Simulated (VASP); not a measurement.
# V (Im-3m) in VASP: notebook, part 2 of 2

VASP 6.6.1. The steps go on from the part before.

**3. Single point, PBEsol**

This run uses another cell than the first one, of 9.81 Å³/atom.

The input, INCAR:

```
PREC     = Accurate       # precision mode
ENCUT    = 520            # plane-wave cutoff, eV
EDIFF    = 1E-7           # SCF threshold, eV
ISMEAR   = 0              # smearing method
SIGMA    = 0.1            # smearing width, eV
LREAL    = False          # projectors in reciprocal space
LASPH    = True           # aspherical terms in the spheres
NELM     = 100            # most SCF steps
ALGO     = Normal         # electronic algorithm
ISIF     = 2              # what is computed and relaxed
LWAVE    = False          # write WAVECAR
LCHARG   = True           # write CHGCAR
GGA      = PS             # functional
LELF     = True           # ELF
LVHAR    = True         
NBANDS   = 12             # bands
```

The input, KPOINTS:

```
Automatic mesh
0
Gamma
  22 22 22
```

The input, POSCAR:

```
V
1.0
   -1.3487778441      1.3487778441      1.3487778441
    1.3487778441     -1.3487778441      1.3487778441
    1.3487778441      1.3487778441     -1.3487778441
V
1
Direct
    0.0000000000      0.0000000000      0.0000000000
```

Potentials or basis: VASP PAW PBE potentials, release 64 (V_sv).

Command:

```bash
$ cat potpaw_PBE.64/V_sv/POTCAR > POTCAR
$ mpirun -np 1 vasp_std > vasp.out
```

OUTCAR:

```text
PREC = Accurate
   ENCUT = 520
   EDIFF = 1E-7
   ISMEAR = 0
   LREAL = False
   LASPH = True
   NELM = 100
   ISIF = 2
   GGA = PS

 ion  position               nearest neighbor table
   1  0.000  0.000  0.000-

  LATTYP: Found a body centered cubic cell.
 ALAT       =     2.6975556882

  Lattice vectors:

 A1 = (  -1.3487778441,   1.3487778441,   1.3487778441)
 A2 = (   1.3487778441,  -1.3487778441,   1.3487778441)
 A3 = (   1.3487778441,   1.3487778441,  -1.3487778441)

Analysis of symmetry for initial positions (statically):
=====================================================================
 Subroutine PRICEL returns:
 Original cell was already a primitive cell.

 Routine SETGRP: Setting up the symmetry group for a
 body centered cubic supercell.

 Subroutine GETGRP returns: Found 48 space group operations
 (whereof 48 operations were pure point group operations)
 out of a pool of 48 trial point group operations.

The static configuration has the point symmetry O_h .

[... 167 lines left out ...]
  band No.  band energies     occupation
      1     -49.2606      2.00000
      2     -21.7708      2.00000
      3     -21.7708      2.00000
      4     -21.7708      2.00000
      5       7.1424      2.00000
      6      14.4548      0.00000
      7      14.4548      0.00000
      8      14.4548      0.00000
      9      17.4103      0.00000
     10      17.4103      0.00000
     11      37.0218      0.00000
     12      37.0218      0.00000
[... 331 lines left out ...]
 k-point    24 :       0.1364    0.0909    0.0000
  band No.  band energies     occupation
      1     -49.0416      2.00000
      2     -22.5937      2.00000
      3     -21.9755      2.00000
      4     -21.8374      2.00000
      5       9.0233      2.00000
      6      13.6636      2.00000
      7      13.8415      1.99963
      8      16.2225      0.00000
      9      16.6649      0.00000
     10      17.6443      0.00000
     11      35.9433      0.00000
     12      36.8749      0.00000

 [... further k-points ...]

------------------------ aborting loop because EDIFF is reached ----------------------------------------

  FORCE on cell =-STRESS in cart. coord.  units (eV):
  Direction    XX          YY          ZZ          XY          YZ          ZX
  --------------------------------------------------------------------------------------
  -------------------------------------------------------------------------------------
  Total        5.6016571      5.6016571      5.6016571      0.0000000      0.0000000     -0.0000000
  in kB      914.4202701    914.4202701    914.4202701      0.0000000      0.0000000     -0.0000000
  external PRESSURE =     914.4202701 kB  Pullay stress =       0.0000000 kB

 VOLUME and BASIS-vectors are now :
 -----------------------------------------------------------------------------
  energy-cutoff  :      520.00
  volume of cell :        9.81
      direct lattice vectors                 reciprocal lattice vectors
    -1.348777844  1.348777844  1.348777844     0.000000000  0.370705971  0.370705971
     1.348777844 -1.348777844  1.348777844     0.370705971  0.000000000  0.370705971
     1.348777844  1.348777844 -1.348777844     0.370705971  0.370705971  0.000000000

 POSITION                                       TOTAL-FORCE (eV/Angst)
 -----------------------------------------------------------------------------------
      0.00000      0.00000      0.00000        -0.000000      0.000000      0.000000
 -----------------------------------------------------------------------------------
    total drift:                                0.000000      0.000000      0.000000

  FREE ENERGIE OF THE ION-ELECTRON SYSTEM (eV)
  ---------------------------------------------------
  free  energy   TOTEN  =        -8.9118122216 eV

  energy  without entropy=       -8.9050636565  energy(sigma->0) =       -8.90843794
```

OSZICAR:

```text
N       E                     dE             d eps       ncg     rms          rms(c)
DAV:   1     0.855266320841E+02    0.85527E+02   -0.69855E+03  7912   0.124E+03
DAV:   2    -0.877157935786E+01   -0.94298E+02   -0.91203E+02  8136   0.332E+02
DAV:   3    -0.983752883848E+01   -0.10659E+01   -0.10627E+01  8512   0.411E+01
DAV:   4    -0.984193050172E+01   -0.44017E-02   -0.44016E-02  8476   0.277E+00
DAV:   5    -0.984197297323E+01   -0.42472E-04   -0.42470E-04  8508   0.255E-01    0.310E+01
DAV:   6    -0.896536204143E+01    0.87661E+00   -0.15391E+00  8124   0.221E+01    0.912E+00
DAV:   7    -0.891815034027E+01    0.47212E-01   -0.65103E-02  8880   0.413E+00    0.253E+00
DAV:   8    -0.891212305489E+01    0.60273E-02   -0.13222E-02  7908   0.188E+00    0.128E-01
DAV:   9    -0.891180499364E+01    0.31806E-03   -0.55409E-04  8052   0.415E-01    0.558E-02
DAV:  10    -0.891181179827E+01   -0.68046E-05   -0.93340E-06  8656   0.423E-02    0.393E-03
DAV:  11    -0.891181222594E+01   -0.42767E-06   -0.64245E-07  8504   0.136E-02    0.283E-03
DAV:  12    -0.891181222158E+01    0.43640E-08   -0.83341E-09  4080   0.135E-03
   1 F= -.89118122E+01 E0= -.89084379E+01  d E =-.674857E-02
```

stdout:

```text
POSCAR found type information on POSCAR V
 POSCAR found :  1 types and       1 ions
 scaLAPACK will be used
 -----------------------------------------------------------------------------
|                                                                             |
|                                                                             |
|     You enforced a specific xc type in the INCAR file but a different       |
|     I HOPE YOU KNOW WHAT YOU ARE DOING!                                     |
|                                                                             |
 -----------------------------------------------------------------------------

 LDA part: xc-table for (Slater+PW92), standard interpolation
 POSCAR, INCAR and KPOINTS ok, starting setup
 FFT: planning ... GRIDC
 FFT: planning ... GRID_SOFT
 FFT: planning ... GRID
 WAVECAR not read
 entering main loop
```

Wall time 40 s (1 thread of Intel Xeon 8259CL, shared host); peak memory 0.15 GiB.

Results:

```
Free energy            : -8.9118 eV
Pressure               : 91.4 GPa
Band gap on the k mesh : zero (an odd number of electrons rules out a gap without spin polarisation)
```

Levels at points of the mesh, in eV from the Fermi level:
```
           k point  band 3  band 4  band 5  band 6  band 7  band 8  band 9  band 10
(0.00, 0.00, 0.00)  -35.86  -35.86   -6.95    0.36    0.36    0.36    3.32     3.32
(0.50, 0.00, 0.00)  -36.55  -35.90   -4.49   -2.01    3.36    3.46    3.97     6.12
(0.50, 0.50, 0.50)  -37.39  -37.39   -4.88   -4.88    5.48    5.48    5.48    13.75
```

Caveat: the cell stands under pressure; the PAW data sets were made with another functional, which shifts forces and pressure a little.

**4. Single point, PBEsol**

This run uses another cell than the first one, of 12.89 Å³/atom.

The input, INCAR:

```
SYSTEM = V
PREC = Accurate
ENCUT = 520
EDIFF = 1E-6
ISMEAR = 0
SIGMA = 0.1
LREAL = .FALSE.
LASPH = .TRUE.
NELM = 60
ALGO = Normal
ISIF = 2
LWAVE = .FALSE.
LCHARG = .FALSE.
GGA = PS
NBANDS = 12
```

The input, KPOINTS:

```
Automatic mesh
0
G
  20 20 20
  0 0 0
```

The input, POSCAR:

```
V
1.0
   -1.4769284910      1.4769284910      1.4769284910
    1.4769284910     -1.4769284910      1.4769284910
    1.4769284910      1.4769284910     -1.4769284910
V
1
Direct
    0.0000000000      0.0000000000      0.0000000000
```

Command:

```bash
$ cat potpaw_PBE.64/V_sv/POTCAR > POTCAR
$ mpirun -np 1 vasp_std > vasp.out
```

Wall time 33 s (1 thread of Intel Xeon 8259CL, shared host); peak memory 0.16 GiB.

It converged, with:

```
Free energy            : -9.6388 eV
Pressure               : 1.2 GPa
Band gap on the k mesh : zero (an odd number of electrons rules out a gap without spin polarisation)
```

Levels at points of the mesh, in eV from the Fermi level:
```
           k point  band 5  band 6  band 7  band 8  band 9  band 10
(0.00, 0.00, 0.00)   -6.68    0.42    0.42    0.42    2.54     2.54
(0.50, 0.00, 0.00)   -3.34   -1.22    1.82    2.56    2.93     4.39
(0.50, 0.50, 0.50)   -3.21   -3.21    3.97    3.97    3.97    10.61
```

Caveat: the PAW data sets were made with another functional, which shifts forces and pressure a little.

**5. Single point, PBEsol**

This run uses another cell than the first one, of 13.02 Å³/atom.

The input, INCAR:

```
PREC     = Accurate       # precision mode
ENCUT    = 520            # plane-wave cutoff, eV
EDIFF    = 1E-6           # SCF threshold, eV
ISMEAR   = 0              # smearing method
SIGMA    = 0.1            # smearing width, eV
LREAL    = F              # projectors in reciprocal space
LASPH    = T              # aspherical terms in the spheres
NELM     = 60             # most SCF steps
ALGO     = Normal         # electronic algorithm
ISIF     = 2              # what is computed and relaxed
LWAVE    = F              # write WAVECAR
LCHARG   = F              # write CHGCAR
GGA      = PS             # functional
NBANDS   = 12             # bands
```

The input, KPOINTS:

```
Automatic mesh
0
Gamma
  20 20 20
```

The input, POSCAR:

```
V
1.0
   -1.4819683742      1.4819683742      1.4819683742
    1.4819683742     -1.4819683742      1.4819683742
    1.4819683742      1.4819683742     -1.4819683742
V
1
Direct
    0.0000000000      0.0000000000      0.0000000000
```

Command:

```bash
$ cat potpaw_PBE.64/V_sv/POTCAR > POTCAR
$ mpirun -np 1 vasp_std > vasp.out
```

Wall time 34 s (1 thread of Intel Xeon 8259CL, shared host); peak memory 0.15 GiB.

Results (log left out):

- Free energy: -9.6391 eV
- Pressure: -0.8 GPa
- Band gap on the k mesh: zero (an odd number of electrons rules out a gap without spin polarisation)

Levels at points of the mesh, in eV from the Fermi level:
```tsv
k point	band 3	band 4	band 5	band 6	band 7	band 8	band 9	band 10	band 11	band 12
(0.00, 0.00, 0.00)	-36.78	-36.78	-6.66	0.42	0.42	0.42	2.51	2.51	20.76	20.76
(0.50, 0.00, 0.00)	-37.09	-36.79	-3.30	-1.20	1.78	2.53	2.90	4.33	10.61	16.15
(0.50, 0.50, 0.50)	-37.47	-37.47	-3.16	-3.16	3.91	3.91	3.91	10.51	10.51	10.51
```

Caveat: the PAW data sets were made with another functional, which shifts forces and pressure a little.

**6. The runs side by side**

| cell | k mesh | gap on the mesh (eV) | pressure (GPa) |
| --- | --- | --- | --- |
| a = 2.546 Å, angles 109.5°, 1 atom | 20 × 20 × 20 | none | 4.2 |
| a = 2.336 Å, angles 109.5°, 1 atom | 22 × 22 × 22 | none | 91.4 |
| a = 2.558 Å, angles 109.5°, 1 atom | 20 × 20 × 20 | none | 1.2 |
| a = 2.567 Å, angles 109.5°, 1 atom | 20 × 20 × 20 | none | -0.8 |

Alike in all rows: task single point; level PBEsol; potentials or basis VASP PAW PBE potentials, release 64 (V_sv); no spin polarisation; cutoff (eV) 520; smearing gaussian 0.1 eV.

Caveats: the PAW data sets were made with another functional, which shifts forces and pressure a little; the cell stands under pressure (at least some runs).

Absolute energies hang on the potentials; compare differences alone.
